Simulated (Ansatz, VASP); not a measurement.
One calculation of As, two programs

```
As
1.0
     2.62257    0.00000    0.00000
     0.00000    2.62257    0.00000
     0.00000    0.00000    2.78479
As
1
Direct
  0.50000 0.50000 0.50000
```

Change from the starting cell: strain -0.030 along x and y, +0.030 along z, atoms carried along.

Alike in both runs: task single point; functional LDA; k mesh 18 × 18 × 18; occupations gaussian, width 0.15 eV; no spin polarisation.

```csv
,VASP,Ansatz
version,VASP 6.6.1,Ansatz 0.2.0
potentials or method,"VASP PAW LDA potentials, release 64 (As), cutoff 520 eV","scalar-relativistic, plane waves, PAW"
valence electrons in the cell,5,15
```

Ansatz gave:

```
gap on the k mesh at the Fermi level (eV)                     : none
pressure (GPa)                                                : 0.3
traceless stress, the component that is largest in VASP (GPa) : -6.18
```

Q: Estimate VASP's values.

A: gap on the k mesh at the Fermi level (eV): none; pressure (GPa): 0.7; traceless stress, the component that is largest in VASP (GPa): -6.26.

LDA's correlation is that of Perdew and Zunger in VASP and of Perdew and Wang (1992) in Ansatz. A gap of «none» marks a metal or a gap that the smearing closes. VASP's potentials hold 5 valence electrons a cell and Ansatz's 15, so a difference there can come from the potentials and not from the codes.
